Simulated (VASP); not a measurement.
# Ag (Fm-3m) in VASP: further runs, part 2 of 2

VASP 6.6.1. Earlier steps stand in the parts before.

### Step 4. Electric field gradients, LDA (volume scaled by 0.94)

Input file INCAR:

```
PREC     = Accurate       # precision mode
ENCUT    = 520            # plane-wave cutoff, eV
EDIFF    = 1E-8           # SCF threshold, eV
ISMEAR   = -1             # smearing method
SIGMA    = 0.05           # smearing width, eV
LREAL    = False          # projectors in reciprocal space
LASPH    = True           # aspherical terms in the spheres
NELM     = 60             # most SCF steps
ALGO     = Normal         # electronic algorithm
ISIF     = 2              # what is computed and relaxed
LWAVE    = False          # write WAVECAR
LCHARG   = False          # write CHGCAR
LEFG     = True         
NBANDS   = 12             # bands
```

Input file KPOINTS:

```
Automatic mesh
0
Gamma
  15 15 15
```

Input file POSCAR:

```
Ag
1.0
    0.0000000000      2.0013923787      2.0013923787
    2.0013923787      0.0000000000      2.0013923787
    2.0013923787      2.0013923787      0.0000000000
Ag
1
Direct
    0.0000000000      0.0000000000      0.0000000000
```

Potentials or basis: VASP PAW LDA potentials, release 64 (Ag).

On the command line:

```console
$ cat potpaw_LDA.64/Ag/POTCAR > POTCAR
$ mpirun -np 1 vasp_std > vasp.out
```

OUTCAR:

```text
PREC = Accurate
   ENCUT = 520
   EDIFF = 1E-8
   ISMEAR = -1
   LREAL = False
   LASPH = True
   NELM = 60
   ISIF = 2

 ion  position               nearest neighbor table
   1  0.000  0.000  0.000-

  LATTYP: Found a face centered cubic cell.
 ALAT       =     4.0027847574

  Lattice vectors:

 A1 = (   0.0000000000,   2.0013923787,   2.0013923787)
 A2 = (   2.0013923787,   0.0000000000,   2.0013923787)
 A3 = (   2.0013923787,   2.0013923787,   0.0000000000)

Analysis of symmetry for initial positions (statically):
=====================================================================
 Subroutine PRICEL returns:
 Original cell was already a primitive cell.

 Routine SETGRP: Setting up the symmetry group for a
 face centered cubic supercell.

 Subroutine GETGRP returns: Found 48 space group operations
[... 9 lines left out ...]

 Routine SETGRP: Setting up the symmetry group for a
 face centered cubic supercell.

 Subroutine GETGRP returns: Found 48 space group operations
[... 11 lines left out ...]
                                     Primitive cell

  volume of cell :      16.0334

  direct lattice vectors                    reciprocal lattice vectors
     0.000000000  2.001392379  2.001392379    -0.249826074  0.249826074  0.249826074
     2.001392379  0.000000000  2.001392379     0.249826074 -0.249826074  0.249826074
     2.001392379  2.001392379  0.000000000     0.249826074  0.249826074 -0.249826074

  length of vectors
     2.830396246  2.830396246  2.830396246     0.432711453  0.432711453  0.432711453

  position of ions in fractional coordinates (direct lattice)
     0.000000000  0.000000000  0.000000000

  ion indices of the primitive-cell ions
   primitive index   ion index
                 1           1

----------------------------------------------------------------------------------------

 KPOINTS: Automatic mesh

Automatic generation of k-mesh.
 Grid dimensions read from file:
 generate k-points for:   15   15   15

 Generating k-lattice:

  Cartesian coordinates                     Fractional coordinates (reciprocal lattice)
    -0.016655072  0.016655072  0.016655072     0.066666667  0.000000000  0.000000000
     0.016655072 -0.016655072  0.016655072     0.000000000  0.066666667  0.000000000
     0.016655072  0.016655072 -0.016655072     0.000000000  0.000000000  0.066666667

  Length of vectors
     0.028847430  0.028847430  0.028847430

  Shift w.r.t. Gamma in fractional coordinates (k-lattice)
     0.000000000  0.000000000  0.000000000

 Subroutine IBZKPT returns following result:
 ===========================================

 Found    120 irreducible k-points:

 Following reciprocal coordinates:
            Coordinates               Weight
  0.000000  0.000000  0.000000      1.000000
  0.066667  0.000000  0.000000      8.000000
  0.133333  0.000000  0.000000      8.000000
  0.200000  0.000000  0.000000      8.000000
  0.266667  0.000000  0.000000      8.000000
[... 41 lines left out ...]
   NSW    =      0    number of steps for IOM
   IBRION =     -1    ionic relax: 0-MD 1-quasi-New 2-CG
   NFREE  =      0    steps in history (QN), initial steepest desc. (CG)
   ISIF   =      2    stress and relaxation
   ISYM   =      2    0-nonsym 1-usesym 2-fastsym
   POTIM  = 0.5000    time-step for ionic-motion
   TEBEG  =    0.0;   TEEND  =   0.0 temperature during run
   PSTRESS=    0.0 pullay stress
   NELECT =      11.0000    total number of electrons
   NUPDOWN=      -1.0000    fix difference up-down
   EMIN   =  10.00;   EMAX   =-10.00  energy-range for DOS
   EFERMI =   0.00;   METHOD = LEGACY
   ISMEAR =    -1;   SIGMA  =   0.05  broadening in eV -4-tet -1-fermi 0-gaus
   EFERMI_NEDOS =   21; number of points for ismear=-14 and -15
   IALGO  =     38    algorithm
   IMIX   =      4    mixing-type and parameters
     AMIX     =   0.40;   BMIX     =  1.00
     AMIX_MAG =   1.60;   BMIX_MAG =  1.00
  volume/ion in A,a.u.               =      16.03       108.20
  Fermi-wavevector in a.u.,A,eV,Ry     =   1.443877  2.728532 28.365159  2.084780
  Thomas-Fermi vector in A             =   2.562235
   LORBIT       =      0    0 simple, 1 ext, 2 COOP (PROOUT), +10 PAW based schemes
   GGA     = CA    functional components
   LHFCALC =     F    Hartree Fock is set to
   AEXX    =    0.0000 exact exchange contribution
   IVDW    =     0    specifies the selected vdW correction
   LEPSILON=     F    determine dielectric tensor
   LRPA    =     F    only Hartree local field effects (RPA)
 non-spin polarized calculation
  energy-cutoff  :      520.00
  volume of cell :       16.03
 maximum number of plane-waves:       444
 NGX is ok and might be reduce to    24
   NGX = 11   NGY = 11   NGZ = 11

 number of electron      11.0000002 magnetization

 Free energy of the ion-electron system (eV)
  ---------------------------------------------------
  ext. energy  EPLUGINS =         0.00000000
  ---------------------------------------------------
  free energy    TOTEN  =        -3.78093210 eV

  energy without entropy =       -3.77765892  energy(sigma->0) =       -3.77929551

 E-fermi :   9.2127     XC(G=0): -12.9495

 val. band max:        9.2057245691   @ k =  -0.4000   0.1333   0.0000
 cond. band min:       9.2239691080   @ k =  -0.2667   0.2667   0.0000
 fundamental gap:      0.0182445389
 Fermi energy:         9.2127257358

 k-point     1 :       0.0000    0.0000    0.0000
  band No.  band energies     occupation
      1       0.7503      2.00000
      2       4.0298      2.00000
      3       4.0298      2.00000
      4       4.0298      2.00000
      5       5.2042      2.00000
      6       5.2042      2.00000
      7      25.1782      0.00000
      8      29.0504      0.00000
      9      29.0504      0.00000
     10      29.0504      0.00000
     11      34.2280      0.00000
     12      35.6417      0.00000
[... 331 lines left out ...]
 k-point    24 :       0.2000    0.1333    0.0000
  band No.  band energies     occupation
      1       1.9457      2.00000
      2       3.5833      2.00000
      3       4.4304      2.00000
      4       4.4685      2.00000
      5       4.9098      2.00000
      6       5.4175      2.00000
      7      24.6190      0.00000
      8      26.0709      0.00000
      9      26.7050      0.00000
     10      28.0996      0.00000
     11      32.2159      0.00000
     12      34.9970      0.00000

 [... further k-points ...]
[... 5 lines left out ...]
  --------------------------------------------------------------------------------------
  -------------------------------------------------------------------------------------
  Total       -0.0182552     -0.0182552     -0.0182552     -0.0000000     -0.0000000      0.0000000
  in kB       -1.8241877     -1.8241877     -1.8241877     -0.0000000     -0.0000000      0.0000000
  external PRESSURE =      -1.8241877 kB  Pullay stress =       0.0000000 kB

 VOLUME and BASIS-vectors are now :
 -----------------------------------------------------------------------------
  energy-cutoff  :      520.00
  volume of cell :       16.03
      direct lattice vectors                 reciprocal lattice vectors
     0.000000000  2.001392379  2.001392379    -0.249826074  0.249826074  0.249826074
     2.001392379  0.000000000  2.001392379     0.249826074 -0.249826074  0.249826074
     2.001392379  2.001392379  0.000000000     0.249826074  0.249826074 -0.249826074

 POSITION                                       TOTAL-FORCE (eV/Angst)
 -----------------------------------------------------------------------------------
      0.00000      0.00000      0.00000         0.000000      0.000000      0.000000
 -----------------------------------------------------------------------------------
    total drift:                               -0.000000      0.000000      0.000000

  FREE ENERGIE OF THE ION-ELECTRON SYSTEM (eV)
  ---------------------------------------------------
  free  energy   TOTEN  =        -3.7809321017 eV

  energy  without entropy=       -3.7776589230  energy(sigma->0) =       -3.77929551

 Electric field gradients (V/A^2)
---------------------------------------------------------------------
 ion       V_xx      V_yy      V_zz      V_xy      V_xz      V_yz
---------------------------------------------------------------------
   1      -0.000    -0.000    -0.000     0.000     0.000     0.000
---------------------------------------------------------------------

 Electric field gradients after diagonalization (V/A^2)
 (convention: |V_zz| > |V_xx| > |V_yy|)
----------------------------------------------------------------------
 ion       V_xx      V_yy      V_zz     asymmetry (V_yy - V_xx)/ V_zz
----------------------------------------------------------------------
   1      -0.000    -0.000     0.000       0.000
----------------------------------------------------------------------

           NMR quadrupolar parameters

 Cq : quadrupolar parameter    Cq=e*Q*V_zz/h
 eta: asymmetry parameters     (V_yy - V_xx)/ V_zz
 Q  : nuclear electric quadrupole moment in mb (millibarn)
----------------------------------------------------------------------
 ion       Cq(MHz)       eta       Q (mb)
----------------------------------------------------------------------
   1       0.000       0.000       1.000
----------------------------------------------------------------------
```

Run time: 23 s. Hardware: 1 thread of Intel Xeon 8259CL, shared host; peak memory 0.14 GiB.

Results:

* Free energy: -3.7809 eV
* Pressure: -0.2 GPa

Levels at points of the mesh, in eV from the Fermi level:
```
           k point  band 3  band 4  band 5  band 6  band 7  band 8  band 9  band 10
(0.00, 0.00, 0.00)   -5.18   -5.18   -4.01   -4.01   15.97   19.84   19.84    19.84
```

Caveat: without QUAD_EFG the Cq values of the log hold for a quadrupole moment of 1 mb, not for the nuclei.

### Step 5. Electric field gradients, LDA (volume scaled by 0.94)

Input file INCAR:

```
SYSTEM = Ag
ALGO = Normal
EDIFF = 1E-8
ENCUT = 520
ISIF = 2
ISMEAR = -1
LASPH = .True.
LCHARG = .False.
LEFG = .True.
LREAL = .False.
LWAVE = .False.
NBANDS = 12
NELM = 60
PREC = Accurate
SIGMA = 0.05
```

Input file KPOINTS:

```
k-points
0
Gamma
  15 15 15
  0 0 0
```

POSCAR is that of step 4.

Potentials or basis: VASP PAW LDA potentials, release 64 (Ag).

On the command line:

```console
$ cat potpaw_LDA.64/Ag/POTCAR > POTCAR
$ mpirun -np 1 vasp_std > vasp.out
```

OUTCAR:

```text
SYSTEM = Ag
   EDIFF = 1E-8
   ENCUT = 520
   ISIF = 2
   ISMEAR = -1
   LASPH = .True.
   LREAL = .False.
   NELM = 60
   PREC = Accurate

 ion  position               nearest neighbor table
   1  0.000  0.000  0.000-

  LATTYP: Found a face centered cubic cell.
 ALAT       =     4.0027847574

  Lattice vectors:

 A1 = (   0.0000000000,   2.0013923787,   2.0013923787)
 A2 = (   2.0013923787,   0.0000000000,   2.0013923787)
 A3 = (   2.0013923787,   2.0013923787,   0.0000000000)

Analysis of symmetry for initial positions (statically):
=====================================================================
 Subroutine PRICEL returns:
 Original cell was already a primitive cell.

 Routine SETGRP: Setting up the symmetry group for a
 face centered cubic supercell.

 Subroutine GETGRP returns: Found 48 space group operations
[... 9 lines left out ...]

 Routine SETGRP: Setting up the symmetry group for a
 face centered cubic supercell.

 Subroutine GETGRP returns: Found 48 space group operations
[... 11 lines left out ...]
                                     Primitive cell

  volume of cell :      16.0334

  direct lattice vectors                    reciprocal lattice vectors
     0.000000000  2.001392379  2.001392379    -0.249826074  0.249826074  0.249826074
     2.001392379  0.000000000  2.001392379     0.249826074 -0.249826074  0.249826074
     2.001392379  2.001392379  0.000000000     0.249826074  0.249826074 -0.249826074

  length of vectors
     2.830396246  2.830396246  2.830396246     0.432711453  0.432711453  0.432711453

  position of ions in fractional coordinates (direct lattice)
     0.000000000  0.000000000  0.000000000

  ion indices of the primitive-cell ions
   primitive index   ion index
                 1           1

----------------------------------------------------------------------------------------

 KPOINTS: k-points

Automatic generation of k-mesh.
 Grid dimensions read from file:
 generate k-points for:   15   15   15

 Generating k-lattice:

  Cartesian coordinates                     Fractional coordinates (reciprocal lattice)
    -0.016655072  0.016655072  0.016655072     0.066666667  0.000000000  0.000000000
     0.016655072 -0.016655072  0.016655072     0.000000000  0.066666667  0.000000000
     0.016655072  0.016655072 -0.016655072     0.000000000  0.000000000  0.066666667

  Length of vectors
     0.028847430  0.028847430  0.028847430

  Shift w.r.t. Gamma in fractional coordinates (k-lattice)
     0.000000000  0.000000000  0.000000000

 Subroutine IBZKPT returns following result:
 ===========================================

 Found    120 irreducible k-points:

 Following reciprocal coordinates:
            Coordinates               Weight
  0.000000  0.000000  0.000000      1.000000
  0.066667  0.000000  0.000000      8.000000
  0.133333  0.000000  0.000000      8.000000
  0.200000  0.000000  0.000000      8.000000
  0.266667  0.000000  0.000000      8.000000
  0.333333  0.000000  0.000000      8.000000
[... 42 lines left out ...]
   NFREE  =      0    steps in history (QN), initial steepest desc. (CG)
   ISIF   =      2    stress and relaxation
   ISYM   =      2    0-nonsym 1-usesym 2-fastsym
   POTIM  = 0.5000    time-step for ionic-motion
   TEBEG  =    0.0;   TEEND  =   0.0 temperature during run
   PSTRESS=    0.0 pullay stress
   NELECT =      11.0000    total number of electrons
   NUPDOWN=      -1.0000    fix difference up-down
   EMIN   =  10.00;   EMAX   =-10.00  energy-range for DOS
   EFERMI =   0.00;   METHOD = LEGACY
   ISMEAR =    -1;   SIGMA  =   0.05  broadening in eV -4-tet -1-fermi 0-gaus
   EFERMI_NEDOS =   21; number of points for ismear=-14 and -15
   IALGO  =     38    algorithm
   IMIX   =      4    mixing-type and parameters
     AMIX     =   0.40;   BMIX     =  1.00
     AMIX_MAG =   1.60;   BMIX_MAG =  1.00
  volume/ion in A,a.u.               =      16.03       108.20
  Fermi-wavevector in a.u.,A,eV,Ry     =   1.443877  2.728532 28.365159  2.084780
  Thomas-Fermi vector in A             =   2.562235
   LORBIT       =      0    0 simple, 1 ext, 2 COOP (PROOUT), +10 PAW based schemes
   GGA     = CA    functional components
   LHFCALC =     F    Hartree Fock is set to
   AEXX    =    0.0000 exact exchange contribution
   IVDW    =     0    specifies the selected vdW correction
   LEPSILON=     F    determine dielectric tensor
   LRPA    =     F    only Hartree local field effects (RPA)
 non-spin polarized calculation
  energy-cutoff  :      520.00
  volume of cell :       16.03
 maximum number of plane-waves:       444
 NGX is ok and might be reduce to    24
   NGX = 11   NGY = 11   NGZ = 11

 number of electron      11.0000002 magnetization

 Free energy of the ion-electron system (eV)
  ---------------------------------------------------
  ext. energy  EPLUGINS =         0.00000000
  ---------------------------------------------------
  free energy    TOTEN  =        -3.78093210 eV

  energy without entropy =       -3.77765892  energy(sigma->0) =       -3.77929551

 E-fermi :   9.2127     XC(G=0): -12.9495

 val. band max:        9.2057245691   @ k =  -0.4000   0.1333   0.0000
 cond. band min:       9.2239691080   @ k =  -0.2667   0.2667   0.0000
 fundamental gap:      0.0182445389
 Fermi energy:         9.2127257358

 k-point     1 :       0.0000    0.0000    0.0000
  band No.  band energies     occupation
      1       0.7503      2.00000
      2       4.0298      2.00000
      3       4.0298      2.00000
      4       4.0298      2.00000
      5       5.2042      2.00000
      6       5.2042      2.00000
      7      25.1782      0.00000
      8      29.0504      0.00000
      9      29.0504      0.00000
     10      29.0504      0.00000
     11      34.2280      0.00000
     12      35.6417      0.00000
[... 331 lines left out ...]
 k-point    24 :       0.2000    0.1333    0.0000
  band No.  band energies     occupation
      1       1.9457      2.00000
      2       3.5833      2.00000
      3       4.4304      2.00000
      4       4.4685      2.00000
      5       4.9098      2.00000
      6       5.4175      2.00000
      7      24.6190      0.00000
      8      26.0709      0.00000
      9      26.7050      0.00000
     10      28.0996      0.00000
     11      32.2159      0.00000
     12      34.9970      0.00000

 [... further k-points ...]
[... 5 lines left out ...]
  --------------------------------------------------------------------------------------
  -------------------------------------------------------------------------------------
  Total       -0.0182552     -0.0182552     -0.0182552     -0.0000000     -0.0000000      0.0000000
  in kB       -1.8241877     -1.8241877     -1.8241877     -0.0000000     -0.0000000      0.0000000
  external PRESSURE =      -1.8241877 kB  Pullay stress =       0.0000000 kB

 VOLUME and BASIS-vectors are now :
 -----------------------------------------------------------------------------
  energy-cutoff  :      520.00
  volume of cell :       16.03
      direct lattice vectors                 reciprocal lattice vectors
     0.000000000  2.001392379  2.001392379    -0.249826074  0.249826074  0.249826074
     2.001392379  0.000000000  2.001392379     0.249826074 -0.249826074  0.249826074
     2.001392379  2.001392379  0.000000000     0.249826074  0.249826074 -0.249826074

 POSITION                                       TOTAL-FORCE (eV/Angst)
 -----------------------------------------------------------------------------------
      0.00000      0.00000      0.00000         0.000000      0.000000      0.000000
 -----------------------------------------------------------------------------------
    total drift:                               -0.000000      0.000000      0.000000

  FREE ENERGIE OF THE ION-ELECTRON SYSTEM (eV)
  ---------------------------------------------------
  free  energy   TOTEN  =        -3.7809321017 eV

  energy  without entropy=       -3.7776589230  energy(sigma->0) =       -3.77929551

 Electric field gradients (V/A^2)
---------------------------------------------------------------------
 ion       V_xx      V_yy      V_zz      V_xy      V_xz      V_yz
---------------------------------------------------------------------
   1      -0.000    -0.000    -0.000     0.000     0.000     0.000
---------------------------------------------------------------------

 Electric field gradients after diagonalization (V/A^2)
 (convention: |V_zz| > |V_xx| > |V_yy|)
----------------------------------------------------------------------
 ion       V_xx      V_yy      V_zz     asymmetry (V_yy - V_xx)/ V_zz
----------------------------------------------------------------------
   1      -0.000    -0.000     0.000       0.000
----------------------------------------------------------------------

           NMR quadrupolar parameters

 Cq : quadrupolar parameter    Cq=e*Q*V_zz/h
 eta: asymmetry parameters     (V_yy - V_xx)/ V_zz
 Q  : nuclear electric quadrupole moment in mb (millibarn)
----------------------------------------------------------------------
 ion       Cq(MHz)       eta       Q (mb)
----------------------------------------------------------------------
   1       0.000       0.000       1.000
----------------------------------------------------------------------
```

stdout:

```text
POSCAR found type information on POSCAR Ag
 POSCAR found :  1 types and       1 ions
 scaLAPACK will be used
 LDA part: xc-table for (Slater(with rela. corr.)+CA(PZ))
 , standard interpolation
 POSCAR, INCAR and KPOINTS ok, starting setup
 FFT: planning ... GRIDC
 FFT: planning ... GRID_SOFT
 FFT: planning ... GRID
 WAVECAR not read
 entering main loop
ion   1
```

Wall time 25 s (1 thread of Intel Xeon 8259CL, shared host); peak memory 0.14 GiB.

Results:

```
Free energy : -3.7809 eV
Pressure    : -0.2 GPa
```

Levels at points of the mesh, in eV from the Fermi level:
| k point | band 3 | band 4 | band 5 | band 6 | band 7 | band 8 | band 9 | band 10 |
| --- | --- | --- | --- | --- | --- | --- | --- | --- |
| (0.00, 0.00, 0.00) | -5.18 | -5.18 | -4.01 | -4.01 | 15.97 | 19.84 | 19.84 | 19.84 |

Caveat: without QUAD_EFG the Cq values of the log hold for a quadrupole moment of 1 mb, not for the nuclei.
